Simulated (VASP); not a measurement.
Input of a VASP 6.6.1 run:

INCAR

```
SYSTEM = HgTe
ALGO = Normal
EDIFF = 1E-7
ENCUT = 520
GGA = PE
ISIF = 2
ISMEAR = 0
LASPH = .True.
LCHARG = .False.
LREAL = .False.
LWAVE = .False.
NBANDS = 16
NELM = 100
PREC = Accurate
SIGMA = 0.15
```

KPOINTS

```
k-points
0
Gamma
  14 14 14
  0 0 0
```

The input POSCAR:

```
HgTe
1.0
    0.0000000000      3.0623250000      3.2235000000
    3.0623250000      0.0000000000      3.2235000000
    3.0623250000      3.0623250000      0.0000000000
Hg Te
1 1
Direct
    0.0000000000      0.0000000000      0.0000000000
    0.7500000000      0.7500000000      0.7500000000
```

Potentials or basis: VASP PAW PBE potentials, release 64 (Hg, Te).

Command:

```console
$ cat potpaw_PBE.64/Hg/POTCAR potpaw_PBE.64/Te/POTCAR > POTCAR
$ mpirun -np 1 vasp_std > vasp.out
```

Q: Predict the pressure.

A: 11.2 GPa.

Q: Predict the band gap on the k mesh.

A: Zero (filled and empty bands touch).

Stress tensor (GPa, compression positive):
```
11.31  0.00  0.00
 0.00 11.31  0.00
 0.00  0.00 10.91
```

Caveat: the cell differs from its parent crystal (strain -0.0500 x Voigt [1, 1, 0, 0, 0, 0]); the cell stands under pressure; semilocal functionals underestimate gaps, so a narrow gap can read as zero; spin-orbit coupling is left out, which moves the levels of the heavy elements.
